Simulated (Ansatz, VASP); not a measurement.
Two plane-wave programs on NaF

File INCAR:

```
SYSTEM = NaF
PREC = Accurate ; ENCUT = 520
EDIFF = 1E-6 ; ISMEAR = -1
SIGMA = 0.02 ; LREAL = .FALSE.
LASPH = .TRUE. ; NELM = 100
ALGO = Normal ; ISIF = 2
LWAVE = .FALSE. ; LCHARG = .TRUE.
GGA = PE ; LELF = .TRUE.
LVHAR = .TRUE. ; NBANDS = 14
```

KPOINTS

```
regular mesh
0
G
  10 10 10
  0 0 0
```

Contents of POSCAR:

```
NaF
1.0
    2.9046659103      0.0000000000      0.0000000000
    0.0000000000      2.9046659103      0.0000000000
    0.0000000000      0.0000000000      2.9046659103
Na F
1 1
Direct
    0.0000000000      0.0000000000      0.0000000000
    0.5000000000      0.5000000000      0.5000000000
```

Input for Ansatz:

```yaml
crystal:
  lattice:
    - [2.9046659103, 0.0, 0.0]
    - [0.0, 2.9046659103, 0.0]
    - [0.0, 0.0, 2.9046659103]
  atoms:
    - { symbol: Na, position: [0.0, 0.0, 0.0] }
    - { symbol: F, position: [0.5, 0.5, 0.5] }
kpoints:
  mp_grid: { grid: [10, 10, 10] }
  band_path:
    path: [[0.0, 0.0, 0.0], [0.0, 0.5, 0.0], [0.5, 0.5, 0.0], [0.5, 0.5, 0.5]]
    npoints: 1
hamiltonian:
  xc: pbe
scf:
  occupations: { method: fermi_dirac, width: 0.02 }
  n_extra_bands: 4
output:
  forces: true
  stress: true
  eigenvalues: true
```

Change from the starting cell: hydrostatic strain +4.0%.

Alike in both runs: task single point; functional PBE; k mesh 10 × 10 × 10; occupations fermi-dirac, width 0.02 eV; no spin polarisation.

|  | VASP | Ansatz |
| --- | --- | --- |
| version | VASP 6.6.1 | Ansatz 0.2.0 |
| potentials or method | VASP PAW PBE potentials, release 64 (Na_pv, F) | plane waves, PAW |
| plane-wave cutoff (eV) | 520 | 420 |
| valence electrons in the cell | 14 | 16 |

|  | VASP | Ansatz | Ansatz less VASP |
| --- | --- | --- | --- |
| gap on the k mesh at the Fermi level (eV) | 5.41 | 5.42 | +0.016 |
| pressure (GPa) | -2.0 | -1.8 | +0.20 |

With one functional, cell and mesh, what is left measures potentials, basis and numerics. VASP's potentials hold 14 valence electrons a cell and Ansatz's 16, so a difference there can come from the potentials and not from the codes.
